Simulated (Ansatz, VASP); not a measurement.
# Two plane-wave programs on Al

```
Al
1.0
     0.00000    1.99108    1.99108
     1.99108    0.00000    1.99108
     1.99108    1.99108    0.00000
Al
1
Direct
  0.00000 0.00000 0.00000
```

Alike in both runs: functional LDA; k mesh 24 × 24 × 24; occupations gaussian, width 0.1 eV; no spin polarisation.

Ansatz relaxed the structure, and its values are those at the end. VASP's run is a single point on that final structure, the one shown.

|  | VASP | Ansatz |
| --- | --- | --- |
| version | VASP 6.6.1 | Ansatz 0.2.0 |
| potentials or method | VASP PAW LDA potentials, release 64 (Al) | scalar-relativistic, plane waves, PAW |
| plane-wave cutoff (eV) | 520 | 420 |
| valence electrons in the cell | 3 | 3 |

```csv
,VASP,Ansatz,Ansatz less VASP
gap on the k mesh at the Fermi level (eV),none,none,-
pressure (GPa),0.1,0.0,-0.07
```

LDA's correlation is that of Perdew and Zunger in VASP and of Perdew and Wang (1992) in Ansatz. A gap of «none» marks a metal or a gap that the smearing closes.
